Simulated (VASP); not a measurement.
Input of a VASP 6.6.1 run:

File INCAR:

```
SYSTEM = LaPSe4
ALGO = Normal
EDIFF = 1E-6
ENCUT = 500
GGA = PE
GGA_COMPAT = .FALSE.
ISIF = 2
ISMEAR = 0
LASPH = .TRUE.
LCHARG = .FALSE.
LMAXMIX = 6
LREAL = .FALSE.
LWAVE = .FALSE.
NBANDS = 29
NELM = 200
PREC = Accurate
SIGMA = 0.15
```

The input KPOINTS:

```
k-points
0
G
  3 3 3
  0 0 0
```

File POSCAR:

```
LaPSe4
1.0
    5.7836006098      0.0000000000      0.0000000000
    0.0000000000      5.7836006098      0.0000000000
    0.0000000000      0.0000000000      5.7836006098
La P Se
1 1 4
Direct
    0.5000000000      0.5000000000      0.5000000000
    0.0000000000      0.0000000000      0.0000000000
    0.2192666176      0.2192666176      0.2192666176
    0.2192666176      0.7807333824      0.7807333824
    0.7807333824      0.7807333824      0.2192666176
    0.7807333824      0.2192666176      0.7807333824
```

Potentials or basis: VASP PAW PBE potentials, release 64 (La, P, Se).

Run with:

```bash
$ cat potpaw_PBE.64/La/POTCAR potpaw_PBE.64/P/POTCAR potpaw_PBE.64/Se/POTCAR > POTCAR
$ mpirun -np 1 vasp_std > vasp.out
```

(1) Estimate the pressure.

(2) What does it give for the largest force?

(3) Predict the band gap on the k mesh.

Results:

(1) 0.2 GPa.

(2) 0.016 eV/Å.

(3) 1.21 eV, indirect (least direct gap 1.28 eV).

Caveat: spin-orbit coupling is left out, which moves the levels of the heavy elements.
